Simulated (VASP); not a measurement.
# Au in VASP: further runs, part 3 of 3

VASP 6.6.1. Earlier steps stand in the parts before.

### Step 5. Single point, r2SCAN (strain -0.015 along x and y, -0.030 along z)

Contents of POSCAR:

```
Au
1.0
    0.0000000000      2.0148175000      1.9841350000
    2.0148175000      0.0000000000      1.9841350000
    2.0148175000      2.0148175000      0.0000000000
Au
1
Direct
    0.0000000000      0.0000000000      0.0000000000
```

Contents of INCAR.step1:

```
PREC = Accurate
ENCUT = 520
ISMEAR = 1
SIGMA = 0.4
LREAL = False
LASPH = True
NELM = 100
NBANDS = 12
GGA = PE
ALGO = Normal
EDIFF = 1E-4
LWAVE = True
LCHARG = False
```

Contents of INCAR.step2:

```
PREC = Accurate
ENCUT = 520
EDIFF = 1E-7
ISMEAR = 1
SIGMA = 0.4
LREAL = False
LASPH = True
NELM = 100
ALGO = Normal
ISIF = 2
LWAVE = False
LCHARG = False
METAGGA = R2SCAN
LMIXTAU = True
NBANDS = 12
ISTART = 1
```

Contents of KPOINTS:

```
Automatic mesh
0
Gamma
  20 20 20
```

Potentials or basis: VASP PAW PBE potentials, release 64 (Au).

Launch:

```
cat potpaw_PBE.64/Au/POTCAR > POTCAR
cp INCAR.step1 INCAR
mpirun -np 1 vasp_std > vasp.out
cp INCAR.step2 INCAR
mpirun -np 1 vasp_std > vasp.out
```

OUTCAR:

```text
PREC = Accurate
   ENCUT = 520
   EDIFF = 1E-7
   ISMEAR = 1
   LREAL = False
   LASPH = True
   NELM = 100
   ISIF = 2
   METAGGA = R2SCAN
   ISTART = 1

 ion  position               nearest neighbor table
   1  0.000  0.000  0.000-

  LATTYP: Found a body centered tetragonal cell.
 ALAT       =     2.8493822342
 C/A-ratio  =     1.3926773152

  Lattice vectors:

 A1 = (   0.0000000000,  -2.0148175000,  -1.9841350000)
 A2 = (   0.0000000000,   2.0148175000,  -1.9841350000)
 A3 = (   2.0148175000,   0.0000000000,   1.9841350000)

Analysis of symmetry for initial positions (statically):
=====================================================================
 Subroutine PRICEL returns:
 Original cell was already a primitive cell.

 Routine SETGRP: Setting up the symmetry group for a
 body centered tetragonal supercell.

 Subroutine GETGRP returns: Found 16 space group operations
 (whereof 16 operations were pure point group operations)
 out of a pool of 16 trial point group operations.

The static configuration has the point symmetry D_4h.

Analysis of symmetry for dynamics (positions and initial velocities):
=====================================================================
[... 170 lines left out ...]
      5       6.6294      2.00000
      6       6.7948      2.00000
      7      25.5206      0.00000
      8      29.8692      0.00000
      9      29.8692      0.00000
     10      30.1747      0.00000
     11      35.4682      0.00000
     12      40.3461      0.00000
[... 331 lines left out ...]
 k-point    24 :      -0.3500    0.0500    0.0000
  band No.  band energies     occupation
      1       2.1913      2.00000
      2       5.0794      2.00000
      3       5.1502      2.00000
      4       6.3402      2.00000
      5       7.4711      2.00000
      6       8.0558      2.00000
      7      17.6203     -0.00000
      8      25.7589      0.00000
      9      28.9786      0.00000
     10      30.3872      0.00000
     11      35.1910      0.00000
     12      36.0222      0.00000

 [... further k-points ...]

------------------------ aborting loop because EDIFF is reached ----------------------------------------

  FORCE on cell =-STRESS in cart. coord.  units (eV):
  Direction    XX          YY          ZZ          XY          YZ          ZX
  --------------------------------------------------------------------------------------
  -------------------------------------------------------------------------------------
  Total        1.7258134      1.7258134      1.7841915      0.0000000     -0.0000000      0.0000000
  in kB      171.6452455    171.6452455    177.4513917      0.0000000     -0.0000000      0.0000000
  external PRESSURE =     173.5806276 kB  Pullay stress =       0.0000000 kB

 VOLUME and BASIS-vectors are now :
 -----------------------------------------------------------------------------
  energy-cutoff  :      520.00
  volume of cell :       16.11
      direct lattice vectors                 reciprocal lattice vectors
     0.000000000  2.014817500  1.984135000    -0.248161434  0.248161434  0.251998982
     2.014817500  0.000000000  1.984135000     0.248161434 -0.248161434  0.251998982
     2.014817500  2.014817500  0.000000000     0.248161434  0.248161434 -0.251998982

 POSITION                                       TOTAL-FORCE (eV/Angst)
 -----------------------------------------------------------------------------------
      0.00000      0.00000      0.00000         0.000000      0.000000      0.000000
 -----------------------------------------------------------------------------------
    total drift:                               -0.000000     -0.000000      0.000000

  FREE ENERGIE OF THE ION-ELECTRON SYSTEM (eV)
  ---------------------------------------------------
  free  energy   TOTEN  =       -50.5232557164 eV

  energy  without entropy=      -50.5232037567  energy(sigma->0) =      -50.52323840
```

It took 3.7 min on 1 thread of Intel Xeon Platinum 8488C (Sapphire Rapids), shared host; peak memory 0.25 GiB.

What came out:

```yaml
Free_energy: -50.5233 eV
Pressure: 17.4 GPa
Band_gap_on_the_k_mesh: zero (an odd number of electrons rules out a gap without spin polarisation)
```

Levels at points of the mesh, in eV from the Fermi level:
```csv
k point,band 3,band 4,band 5,band 6,band 7,band 8,band 9,band 10
"(0.00, 0.00, 0.00)",-5.36,-5.20,-3.69,-3.53,15.20,19.55,19.55,19.85
"(0.50, 0.00, 0.00)",-5.29,-2.27,-2.19,-1.11,3.48,14.69,18.18,18.55
"(0.50, 0.50, 0.00)",-2.30,-1.84,-1.84,1.17,6.74,10.48,10.48,18.54
"(0.50, 0.00, 0.50)",-2.30,-1.92,-1.80,0.89,6.35,10.75,10.79,18.80
```

Caveat: the cell differs from its parent crystal (strain -0.015 along x and y, -0.030 along z); the cell stands under pressure; the PAW data sets were made with another functional, which shifts forces and pressure a little; spin-orbit coupling is left out, which moves the levels of the heavy elements.

### Step 6. Overview

| cell | gap on the mesh (eV) | pressure (GPa) |
| --- | --- | --- |
| a = 2.980 Å, angles 60.0°, 1 atom | none | -8.0 |
| a = 2.828, b = 2.828, c = 2.806 Å, angles 60.3, 60.3, 59.5°, 1 atom | none | 21.4 |
| a = 2.850, b = 2.850, c = 2.806 Å, angles 60.5, 60.5, 59.0°, 1 atom | none | 17.4 |
| a = 2.828, b = 2.828, c = 2.849 Å, angles 59.7, 59.7, 60.5°, 1 atom | none | 17.4 |

Alike in all rows: task single point; level r2SCAN; potentials or basis VASP PAW PBE potentials, release 64 (Au); no spin polarisation; k mesh 20 × 20 × 20; cutoff (eV) 520; smearing methfessel-paxton 0.4 eV.

Caveats: the PAW data sets were made with another functional, which shifts forces and pressure a little; spin-orbit coupling is left out, which moves the levels of the heavy elements; the cell stands under pressure (at least some runs); the cell stands under tension (at least some runs).

Absolute energies hang on the potentials; compare differences alone.
